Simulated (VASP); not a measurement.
Wanted: the native input for a VASP 6.6.1 run.

```yaml
Task: relaxation of the atoms
Functional: PBE
Potentials_or_basis: VASP PAW PBE potentials, release 64 (In_d)
Cutoff: 450 eV
k_mesh: 12 × 12 × 1
Occupations: gaussian, width 0.1 eV
Spin: no spin polarisation
Dipole_correction: yes
Further_INCAR_settings: ALGO = Normal; EDIFF = 1e-07; NELMDL = -8; IBRION = 2; EDIFFG = -0.02; NSW = 80
```

The structure of In lies in POSCAR:

```
In
1.0
    3.3901944521      0.0000000000      0.0000000000
   -1.6950972261      2.9319305269      0.0000000000
    0.0000000000      0.0000000000     20.5323234863
In
3
Direct
    0.3342580503      0.6685161007      0.3652777049
    0.6685161007      0.3370322013      0.5000000000
    0.0027741510      0.0055483020      0.6347222951
```

These files were run (other wordings do the same):

INCAR

```
SYSTEM = In
PREC = Accurate
ENCUT = 450
EDIFF = 1E-7
ISMEAR = 0
SIGMA = 0.1
LREAL = .False.
LASPH = .True.
NELM = 120
ALGO = Normal
ISIF = 2
LWAVE = .False.
LCHARG = .False.
LDIPOL = .True.
IDIPOL = 3
DIPOL = 0.5 0.5 0.500
GGA = PE
IBRION = 2
NSW = 80
EDIFFG = -0.02
GGA_COMPAT = .False.
NELMIN = 4
NELMDL = -8
```

KPOINTS

```
Automatic mesh
0
Gamma
  12 12 1
  0 0 0
```

Potentials or basis: VASP PAW PBE potentials, release 64 (In_d).

Run with:

```sh
$ cat potpaw_PBE.64/In_d/POTCAR > POTCAR
$ mpirun -np 1 vasp_std > vasp.out
```

Results of the run:

The energy gained by relaxing is 0.8 meV/atom. The ionic steps are 6. The largest force after relaxing is 0.004 eV/Å and the band gap on the k mesh is zero (an odd number of electrons rules out a gap without spin polarisation).

Caveat: spin-orbit coupling is left out, which moves the levels of the heavy elements.

It took 5.8 min on 1 thread of Intel(R) Xeon(R) 6975P-C (Granite Rapids) (shared host), peak memory 0.35 GiB.
